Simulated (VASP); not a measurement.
InPd: single point with PBE0

The system is InPd.

```xyz
2
Lattice="3.2277 0.0000 0.0000 0.0000 3.2277 0.0000 0.0000 0.0000 3.2277" Properties=species:S:1:pos:R:3 pbc="T T T"
In    0.0000    0.0000    0.0000
Pd    1.6138    1.6138    1.6138
```

```
Program             : VASP 6.6.1
Task                : single point
Functional          : PBE0
Potentials or basis : VASP PAW PBE potentials, release 64 (In_d, Pd)
Cutoff              : 520 eV
k mesh              : 4 × 4 × 4
Occupations         : fermi-dirac, width 0.05 eV
Spin                : no spin polarisation
```

| Property | Result |
| --- | --- |
| Pressure | 5.3 GPa |
| Band gap on the k mesh | zero (an odd number of electrons rules out a gap without spin polarisation) |

Levels at points of the mesh, in eV from the Fermi level:
```csv
k point,band 9,band 10,band 11,band 12,band 13,band 14
"(0.00, 0.00, 0.00)",-3.74,-3.73,-3.72,5.11,5.11,5.12
"(0.50, 0.00, 0.00)",-4.90,-4.89,-3.85,-2.19,10.88,11.15
"(0.50, 0.50, 0.00)",-4.21,-3.44,-3.38,-3.15,2.20,3.34
"(0.50, 0.50, 0.50)",-3.09,-3.09,0.85,4.32,4.36,4.39
```

Wall time 14 min on 1 thread of Intel(R) Xeon(R) Platinum 8488C (Sapphire Rapids) (shared host), peak memory 0.16 GiB.

Caveat: the k points lie up to 0.49 Å⁻¹ apart, too coarse for converged energies and pressures of a metal; the PAW data sets were made with another functional, which shifts forces and pressure a little; spin-orbit coupling is left out, which moves the levels of the heavy elements.
